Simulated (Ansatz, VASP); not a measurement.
## One calculation of BAs, two programs

Contents of POSCAR:

```
BAs
1.0
    0.0000000000      2.3918699019      2.5143336409
    2.3918699019      0.0000000000      2.5143336409
    2.3918699019      2.3918699019      0.0000000000
B As
1 1
Direct
    0.0000000000      0.0000000000      0.0000000000
    0.2500000000      0.2500000000      0.2500000000
```

The input INCAR.step1:

```
SYSTEM = BAs
PREC = Accurate
ENCUT = 520
EDIFF = 1E-5
ISMEAR = 0
SIGMA = 0.01
LREAL = .False.
LASPH = .True.
NELM = 100
ALGO = Normal
ISIF = 2
LWAVE = .True.
LCHARG = .False.
NBANDS = 11
GGA = PE
```

The input INCAR.step2:

```
SYSTEM = BAs
PREC = Accurate
ENCUT = 520
EDIFF = 1E-6
ISMEAR = 0
SIGMA = 0.01
LREAL = .False.
LASPH = .True.
NELM = 100
ALGO = Normal
ISIF = 2
LWAVE = .False.
LCHARG = .False.
GGA = PE
LHFCALC = .True.
HFSCREEN = 0.2079
PRECFOCK = Normal
NBANDS = 11
ISTART = 1
```

Contents of KPOINTS:

```
regular mesh
0
Gamma
  6 6 6
  0 0 0
```

Input for Ansatz:

```yaml
crystal:
  lattice:
    - [0.0, 2.3918699019, 2.5143336409]
    - [2.3918699019, 0.0, 2.5143336409]
    - [2.3918699019, 2.3918699019, 0.0]
  atoms:
    - { symbol: B, position: [0.0, 0.0, 0.0] }
    - { symbol: As, position: [0.25, 0.25, 0.25] }
kpoints:
  mp_grid: { grid: [6, 6, 6] }
  band_path:
    path:
      - [0.0, 0.0, 0.0]
      - [-0.5, -0.5, 0.0]
      - [-0.375, -0.375, 0.25]
      - [-0.375, 0.0, 0.375]
      - [0.0, 0.0, 0.5]
      - [-0.5, -0.25, 0.25]
      - [0.0, 0.395833, 0.395833]
    npoints: 1
hamiltonian:
  xc: hse06
scf:
  occupations: { method: fixed }
  n_extra_bands: 4
output:
  forces: true
  stress: true
  eigenvalues: true
  write_density: true
  write_potential: true
  elf: true
  volumetric_format: npy
```

Change from the starting cell: uniaxial_z strain +5.1%.

Alike in both runs: task single point; functional HSE06; k mesh 6 × 6 × 6; no spin polarisation.

|  | VASP | Ansatz |
| --- | --- | --- |
| version | VASP 6.6.1 | Ansatz 0.2.0 |
| potentials or method | VASP PAW PBE potentials, release 64 (B, As) | plane waves, PAW |
| plane-wave cutoff (eV) | 520 | 420 |
| occupations | gaussian, width 0.01 eV | fixed |
| valence electrons in the cell | 8 | 18 |

Ansatz gave:

| Property | Result |
| --- | --- |
| gap on the k mesh at the Fermi level (eV) | 1.60 |
| pressure (GPa) | -7.4 |
| traceless stress, the component that is largest in VASP (GPa) | -7.58 |

Question: Estimate VASP's values.

Answer: gap on the k mesh at the Fermi level (eV): 1.61; pressure (GPa): -7.6; traceless stress, the component that is largest in VASP (GPa): -7.58.

VASP's potentials hold 8 valence electrons a cell and Ansatz's 18, so a difference there can come from the potentials and not from the codes. Ansatz's warnings: stress exchange threshold loose, stress scf threshold loose.
